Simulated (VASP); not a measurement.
A run of VASP 6.6.1 is set up as follows.

INCAR

```
SYSTEM = BaF2
  PREC = Accurate
  ENCUT = 600
  EDIFF = 1E-6
  ISMEAR = 0
  SIGMA = 0.02
  LREAL = .FALSE.
  LASPH = .TRUE.
  NELM = 120
  ALGO = Normal
  ISIF = 2
  LWAVE = .FALSE.
  LCHARG = .TRUE.
  GGA = PE
  LELF = .TRUE.
  LVHAR = .TRUE.
  NBANDS = 19
  GGA_COMPAT = .FALSE.
```

Contents of KPOINTS:

```
regular mesh
0
G
  6 6 6
  0 0 0
```

Contents of POSCAR:

```
BaF2
1.0
    0.0000000000      2.9927217575      2.9927217575
    2.9927217575      0.0000000000      2.9927217575
    2.9927217575      2.9927217575      0.0000000000
Ba F
1 2
Direct
    0.0000000000      0.0000000000      0.0000000000
    0.2500000000      0.2500000000      0.2500000000
    0.7500000000      0.7500000000      0.7500000000
```

Potentials or basis: VASP PAW PBE potentials, release 64 (Ba_sv, F).

The run is started by

```sh
$ cat potpaw_PBE.64/Ba_sv/POTCAR potpaw_PBE.64/F/POTCAR > POTCAR
$ mpirun -np 1 vasp_std > vasp.out
```

Problem. What does it give for the band gap on the k mesh?

Solution. 7.25 eV (least direct gap 7.37 eV).

Problem. What does it give for the pressure?

Solution. 11.1 GPa.

Caveat: the cell stands under pressure; spin-orbit coupling is left out, which moves the levels of the heavy elements. PBE gaps usually lie below the measured ones, often by a third to a half.
